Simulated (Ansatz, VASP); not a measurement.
## One calculation of SrO, two programs

Contents of POSCAR:

```
SrO
1.0
    2.5545116585      2.5545116585      0.0000000000
   -2.5545116585      2.5545116585      0.0000000000
    0.0000000000      2.5545116585      2.5931238922
Sr O
1 1
Direct
    0.5000000000      0.5000000000      0.0000000000
    0.0000000000      0.0000000000      0.0000000000
```

Contents of INCAR.step1:

```
PREC = Accurate ; ENCUT = 520
ISMEAR = 0 ; SIGMA = 0.01
LREAL = False ; LASPH = True
NELM = 60 ; NBANDS = 15
GGA = PE ; ALGO = Normal
EDIFF = 1E-4 ; LWAVE = True
LCHARG = False
```

Contents of INCAR.step2:

```
PREC = Accurate ; ENCUT = 520
EDIFF = 1E-7 ; ISMEAR = 0
SIGMA = 0.01 ; LREAL = False
LASPH = True ; NELM = 60
ALGO = Normal ; ISIF = 2
LWAVE = False ; LCHARG = False
METAGGA = R2SCAN ; LMIXTAU = True
NBANDS = 15 ; ISTART = 1
```

File KPOINTS:

```
Automatic mesh
0
Gamma
  8 8 8
```

Input for Ansatz:

```yaml
crystal:
  lattice:
    - [2.55451165848, 2.55451165848, 0.0]
    - [-2.55451165848, 2.55451165848, 0.0]
    - [0.0, 2.55451165848, 2.59312389222]
  atoms:
    - { symbol: Sr, position: [0.5, 0.5, 0.0] }
    - { symbol: O, position: [0.0, 0.0, 0.0] }
kpoints:
  mp_grid: { grid: [8, 8, 8] }
scf:
  occupations: { method: fixed }
  convergence: { dr2_threshold: 1.0e-10 }
hamiltonian:
  xc: r2scan
  pseudopotentials: { kind: paw }
output:
  forces: true
  stress: true
  eigenstates:
    kpoints:
      - [0.0, 0.0, 0.0]
      - [-0.5, 0.5, 0.0]
      - [-0.5, -0.5, -0.5]
      - [0.0, 0.0, -0.5]
      - [0.0, -0.5, -0.5]
      - [0.0, 0.5, 0.0]
      - [-0.5, 0.0, 0.0]
      - [-0.5, 0.0, -0.5]
  eigenvalues: true
```

Change from the starting cell: film at in-plane strain -0.01.

Alike in both runs: task single point; functional r2SCAN; k mesh 8 × 8 × 8; no spin polarisation.

|  | VASP | Ansatz |
| --- | --- | --- |
| version | VASP 6.6.1 | Ansatz 0.2.0 |
| potentials or method | VASP PAW PBE potentials, release 64 (Sr_sv, O) | PAW with Ansatz's default frozen-core files, scalar-relativistic |
| plane-wave cutoff (eV) | 520 | 500 |
| occupations | gaussian, width 0.01 eV | fixed |
| valence electrons in the cell | 16 | 16 |

```tsv
	VASP	Ansatz	Ansatz less VASP
gap on the k mesh at the Fermi level (eV)	3.70	3.76	+0.054
pressure (GPa)	2.0	1.5	-0.56
traceless stress, the component that is largest in VASP (GPa)	-1.50	-1.42	+0.073
```

VASP's potentials were made for PBE, not for r2SCAN.
